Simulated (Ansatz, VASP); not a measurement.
**Two plane-wave programs on Cs**

```
Cs
1.0
    -3.09532    3.09532    3.09532
     3.09532   -3.09532    3.09532
     3.09532    3.09532   -3.09532
Cs
1
Direct
  0.00000 0.00000 0.00000
```

Alike in both runs: functional PBE; k mesh 4 × 4 × 4; occupations fermi-dirac, width 0.0586 eV; no spin polarisation.

Ansatz relaxed the structure, and its values are those at the end. VASP's run is a single point on that final structure, the one shown.

```csv
,VASP,Ansatz
version,VASP 6.6.1,Ansatz 0.2.0
potentials or method,"VASP PAW PBE potentials, release 64 (Cs_sv), cutoff 520 eV",PAW plane waves
valence electrons in the cell,9,9
```

```tsv
	VASP	Ansatz	Ansatz less VASP
gap on the k mesh at the Fermi level (eV)	none	none	-
pressure (GPa)	0.0	0.0	+0.01
```

A gap of «none» marks a metal or a gap that the smearing closes. Ansatz's warnings: stress scf threshold loose.

Neither program's run includes spin-orbit coupling.
